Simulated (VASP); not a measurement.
Set up this calculation in VASP 6.6.1, as the native input.

```
Task                   : single point
Functional             : PBEsol
Potentials or basis    : VASP PAW PBE potentials, release 64 (Zr_sv, C)
Cutoff                 : 520 eV
k mesh                 : 4 × 7 × 7
Occupations            : fermi-dirac, width 0.08 eV
Spin                   : no spin polarisation
Dipole correction      : no
Further INCAR settings : ALGO = Normal; EDIFF = 1e-06; NBANDS = 24
```

The structure of ZrC lies in POSCAR:

```
ZrC
1.0
    0.0000000000      4.7300000000      4.7300000000
    2.3650000000      0.0000000000      2.3650000000
    2.3650000000      2.3650000000      0.0000000000
Zr C
2 2
Direct
    0.2468384778      0.4809708245      0.5194773784
    0.7504255814      0.5208389006      0.4821010571
    0.0107349894     -0.0075968288     -0.0046974630
    0.5100440803     -0.0061482030     -0.0072902748
```

One way to write it, as run:

INCAR

```
  PREC = Accurate
  ENCUT = 520
  EDIFF = 1E-6
  ISMEAR = -1
  SIGMA = 0.08
  LREAL = False
  LASPH = True
  NELM = 60
  ALGO = Normal
  ISIF = 2
  LWAVE = False
  LCHARG = False
  GGA = PS
  NBANDS = 24
```

KPOINTS

```
regular mesh
0
Gamma
  4 7 7
```

Potentials or basis: VASP PAW PBE potentials, release 64 (Zr_sv, C).

The run is started by

```bash
$ cat potpaw_PBE.64/Zr_sv/POTCAR potpaw_PBE.64/C/POTCAR > POTCAR
$ mpirun -np 1 vasp_std > vasp.out
```

Results of the run:

```yaml
Pressure: -7.3 GPa
Largest_force: 0.976 eV/Å
Band_gap_on_the_k_mesh: zero (band 16 reaches 10.00 eV, above the bottom of band 17 at 9.06 eV)
```

Caveat: the PAW data sets were made with another functional, which shifts forces and pressure a little.

It took 2.6 min on 1 thread of Intel Xeon 6975P-C, on a shared host, peak memory 0.26 GiB.
